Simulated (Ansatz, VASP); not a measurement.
# Ca2VO2 in VASP and in Ansatz

File POSCAR:

```
Ca2VO2
1.0
    2.9409527200      0.0000000000      0.0000000000
    1.4704763600     -5.2874577300      0.0000000000
    0.0000000000      0.0000000000     -8.6351375100
V Ca O
2 4 4
Direct
    0.1219000000      0.7562000000      0.0000000000
    0.8781000000      0.2438000000      0.5000000000
    0.3944000000      0.2112000000      0.1526000000
    0.6056000000      0.7888000000      0.6526000000
    0.1479000000      0.7042000000      0.3306000000
    0.8521000000      0.2958000000      0.8306000000
    0.4799000000      0.0402000000      0.4099000000
    0.5201000000      0.9598000000      0.9099000000
    0.2795000000      0.4410000000      0.5922000000
    0.7205000000      0.5590000000      0.0922000000
```

Contents of INCAR.step1:

```
SYSTEM = Ca2VO2
ALGO = Normal
EDIFF = 1E-4
ENCUT = 520
GGA = PE
ISMEAR = -4
LASPH = .TRUE.
LCHARG = .FALSE.
LREAL = .FALSE.
LWAVE = .TRUE.
NBANDS = 56
NELM = 100
PREC = Accurate
SIGMA = 0.1
```

Contents of INCAR.step2:

```
SYSTEM = Ca2VO2
ALGO = Normal
EDIFF = 1E-6
ENCUT = 520
ISIF = 2
ISMEAR = -4
ISTART = 1
LASPH = .TRUE.
LCHARG = .FALSE.
LMIXTAU = .TRUE.
LREAL = .FALSE.
LWAVE = .FALSE.
METAGGA = R2SCAN
NBANDS = 56
NELM = 100
PREC = Accurate
SIGMA = 0.1
```

KPOINTS

```
k-points
0
G
  6 6 2
  0 0 0
```

Input for Ansatz:

```yaml
crystal:
  lattice:
    - [2.94095272, 0.0, 0.0]
    - [1.47047636, -5.28745773, 0.0]
    - [0.0, 0.0, -8.63513751]
  atoms:
    - { symbol: V, position: [0.1219, 0.7562, 0.0] }
    - { symbol: V, position: [0.8781, 0.2438, 0.5] }
    - { symbol: Ca, position: [0.3944, 0.2112, 0.1526] }
    - { symbol: Ca, position: [0.6056, 0.7888, 0.6526] }
    - { symbol: Ca, position: [0.1479, 0.7042, 0.3306] }
    - { symbol: Ca, position: [0.8521, 0.2958, 0.8306] }
    - { symbol: O, position: [0.4799, 0.0402, 0.4099] }
    - { symbol: O, position: [0.5201, 0.9598, 0.9099] }
    - { symbol: O, position: [0.2795, 0.441, 0.5922] }
    - { symbol: O, position: [0.7205, 0.559, 0.0922] }
  symmetry: { tolerance: 0.0003 }
kpoints:
  mp_grid: { grid: [6, 6, 2], shift: [0, 0, 0] }
magnetization:
  spin_polarized: false
scf:
  occupations: { method: tetrahedron_uncorrected }
hamiltonian:
  pseudopotentials: { kind: paw }
  xc: r2scan
basis:
  ecutwfc: 500
output:
  forces: true
  stress: true
  eigenvalues: true
  write_density: true
  write_potential: true
  elf: true
  volumetric_format: npy
```

Alike in both runs: task single point; functional r2SCAN; k mesh 6 × 6 × 2; no spin polarisation.

|  | VASP | Ansatz |
| --- | --- | --- |
| version | VASP 6.6.1 | Ansatz 0.2.0 |
| potentials or method | VASP PAW PBE potentials, release 64 (V_sv, Ca_sv, O), cutoff 520 eV | PAW plane waves |
| occupations | tetrahedron | tetrahedron-uncorrected |
| valence electrons in the cell | 90 | 90 |

Ansatz gave:

```
gap on the k mesh at the Fermi level (eV)                     : none
pressure (GPa)                                                : 7.0
traceless stress, the component that is largest in VASP (GPa) : 3.48
rms of the force components (eV/Å)                            : 0.696
```

Task: What did VASP give for the same quantities?

Result: gap on the k mesh at the Fermi level (eV): none; pressure (GPa): 8.0; traceless stress, the component that is largest in VASP (GPa): 3.53; rms of the force components (eV/Å): 0.701.

VASP's potentials were made for PBE, not for r2SCAN. Atom by atom the forces differ by 0.016 eV/Å (rms over components). A gap of «none» marks a metal or a gap that the smearing closes. Ansatz's warnings: band table not solved further.

The k mesh is coarse, so the values compare programs but aren't converged.
